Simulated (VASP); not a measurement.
Here is a VASP 6.6.1 calculation.

INCAR

```
SYSTEM = Eu
PREC = Accurate
ENCUT = 520
EDIFF = 1E-7
ISMEAR = 0
SIGMA = 0.05
LREAL = .FALSE.
LASPH = .TRUE.
NELM = 150
ALGO = Normal
ISIF = 2
LWAVE = .FALSE.
LCHARG = .FALSE.
ISPIN = 2
MAGMOM = 7
LORBIT = 11
LMAXMIX = 6
GGA = PE
NBANDS = 18
```

The input KPOINTS:

```
Automatic mesh
0
G
  6 6 6
  0 0 0
```

Contents of POSCAR:

```
Eu
1.0
    0.0000000000      2.9041182077      2.9041182077
    2.9041182077      0.0000000000      2.9041182077
    2.9041182077      2.9041182077      0.0000000000
Eu
1
Direct
    0.0000000000      0.0000000000      0.0000000000
```

Potentials or basis: VASP PAW PBE potentials, release 64 (Eu).

Launch:

```console
$ cat potpaw_PBE.64/Eu/POTCAR > POTCAR
$ mpirun -np 1 vasp_std > vasp.out
```

Problem. Predict the pressure.

Solution. -2.0 GPa.

Problem. Estimate the site moments.

Solution. Eu +6.72 μB.

Problem. What does it give for the net moment?

Solution. 7.44 μB per cell.

 The state reached can hang on the start; a lower one may exist.
